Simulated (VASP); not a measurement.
## CoO: single point with LDA

The system is CoO.

```xyz
8
Lattice="4.2580 0.0000 0.0000 0.0000 4.2580 0.0000 0.0000 0.0000 4.2580" Properties=species:S:1:pos:R:3 pbc="T T T"
O     0.0000    0.0000    2.1290
O     0.0000    2.1290    0.0000
O     2.1290    0.0000    0.0000
O     2.1290    2.1290    2.1290
Co    0.0000    0.0000    0.0000
Co    0.0000    2.1290    2.1290
Co    2.1290    0.0000    2.1290
Co    2.1290    2.1290    0.0000
```

```yaml
Program: VASP 6.6.1
Task: single point
Functional: LDA
Potentials_or_basis: VASP PAW LDA potentials, release 64 (O, Co)
Cutoff: 520 eV
k_mesh: 3 × 3 × 3
Occupations: fermi-dirac, width 0.03 eV
Spin: non-collinear spin, typed start
Starting_moments: "[[0.0, 0.0, 0.0], [0.0, 0.0, 0.0], [0.0, 0.0, 0.0], [0.0, 0.0, 0.0], [0.0, 0.0, 3.0], [0.0, 0.0, -3.0], [0.0, 0.0, 3.0], [0.0, 0.0, -3.0]] μB"
Dipole_correction: no
Further_INCAR_settings: ALGO = Normal; EDIFF = 1e-06; NBANDS = 78
```

```
Pressure                                              : -20.5 GPa
Band gap on the k mesh                                : zero (band 60 reaches 7.73 eV, above the bottom of band 61 at 7.37 eV)
Net moment                                            : 0.00 μB per cell
Valence electrons inside the program's atomic spheres : O 4.92; Co 7.85
```

Stress tensor (GPa, compression positive):
```
-22.66   0.00   0.00
  0.00 -16.08   0.00
  0.00   0.00 -22.66
```

Levels at points of the mesh, in eV from the Fermi level:
```csv
k point,band 60,band 61,band 62,band 63,band 64,band 65
"(0.00, 0.00, 0.00)",-0.26,-0.26,-0.26,-0.24,-0.24,0.17
```

Moments on the atoms (μB; x, y, z):
```
O    0.00  0.00  0.10
O    0.00  0.00 -0.10
O    0.00  0.00  0.10
O    0.00  0.00 -0.10
Co   0.00  0.00  2.31
Co   0.00  0.00 -2.31
Co   0.00  0.00  2.31
Co   0.00  0.00 -2.31
```

It took 77 s on 1 thread of Intel(R) Xeon(R) 6975P-C (Granite Rapids), with other jobs on the host, peak memory 0.27 GiB.

Caveat: the k points lie up to 0.49 Å⁻¹ apart; the starting moments collapsed, and a magnetic state may lie lower; semilocal functionals often make such compounds metallic where correlation or magnetic order opens a gap, which also shifts bond lengths. With open d or f shells a metallic result of LDA can be an artefact of self-interaction; +U or a hybrid may open a gap.
